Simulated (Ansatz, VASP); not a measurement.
# Two plane-wave programs on GaO4

```
Ga O
1.0
     4.06662    0.00000    0.00000
     0.00000    4.06662    0.00000
     0.00000    0.00000    4.06662
Ga O
1 4
Direct
  0.00000 0.00000 0.00000
  0.24378 0.75622 0.75622
  0.75622 0.24378 0.75622
  0.75622 0.75622 0.24378
  0.24378 0.24378 0.24378
```

Change from the starting cell: species swapped into the SnI4 type (P-43m, No. 215).

Alike in both runs: task single point; functional PBE; k mesh 4 × 4 × 4; occupations gaussian, width 0.1 eV; collinear spin.

|  | VASP | Ansatz |
| --- | --- | --- |
| version | VASP 6.6.1 | Ansatz 0.2.0 |
| potentials or method | VASP PAW PBE potentials, release 64 (Ga_d, O), cutoff 520 eV | scalar-relativistic, plane waves, PAW |
| valence electrons in the cell | 37 | 37 |

```csv
,VASP,Ansatz,Ansatz less VASP
gap on the k mesh at the Fermi level (eV),none,none,-
pressure (GPa),18.4,18.7,+0.22
rms of the force components (eV/Å),1.920,1.919,-0.0003
net moment per atom (μB),1.00,1.00,0.000
size of the moment on the site where the two differ most (μB),1.04,1.01,-0.040
```

Site moments also hang on the region over which each program counts them. Atom by atom the forces differ by 0.000 eV/Å (rms over components). A gap of «none» marks a metal or a gap that the smearing closes. The functional is the same, so the differences come from potentials, cutoffs and numerics.

The k mesh is coarse, so the values compare programs but aren't converged.
